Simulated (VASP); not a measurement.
Write the native input for VASP 6.6.1 that does the following.

| Item | Value |
| --- | --- |
| Task | single point |
| Functional | PBE |
| Potentials or basis | VASP PAW PBE potentials, release 64 (Mg, O) |
| Cutoff | 520 eV |
| k mesh | 9 × 9 × 6 |
| Occupations | gaussian, width 0.05 eV |
| Spin | no spin polarisation |
| Dipole correction | no |
| Further INCAR settings | ALGO = Normal; EDIFF = 1e-06; NBANDS = 16 |

The structure of MgO lies in POSCAR:

```
MgO
1.0
    3.4157000000      0.0000000000      0.0000000000
   -1.7078500000      2.9580829717      0.0000000000
    0.0000000000      0.0000000000      4.3666000000
Mg O
2 2
Direct
    0.6666666667      0.3333333333      0.7500000000
    0.3333333333      0.6666666667      0.2500000000
    0.6666666667      0.3333333333      0.2500000000
    0.3333333333      0.6666666667      0.7500000000
```

One way to write it, as run:

INCAR

```
PREC = Accurate
ENCUT = 520
EDIFF = 1E-6
ISMEAR = 0
SIGMA = 0.05
LREAL = False
LASPH = True
NELM = 80
ALGO = Normal
ISIF = 2
LWAVE = False
LCHARG = False
GGA = PE
NBANDS = 16
```

KPOINTS

```
regular mesh
0
Gamma
  9 9 6
```

Potentials or basis: VASP PAW PBE potentials, release 64 (Mg, O).

Command:

```bash
$ cat potpaw_PBE.64/Mg/POTCAR potpaw_PBE.64/O/POTCAR > POTCAR
$ mpirun -np 1 vasp_std > vasp.out
```

Results of the run:

```json
{"Pressure": "4.3 GPa", "Band gap on the k mesh": "3.35 eV"}
```

Caveat: the cell stands under pressure.

Wall time 44 s on 1 thread of AMD EPYC 7R13, on a shared host, peak memory 0.15 GiB.
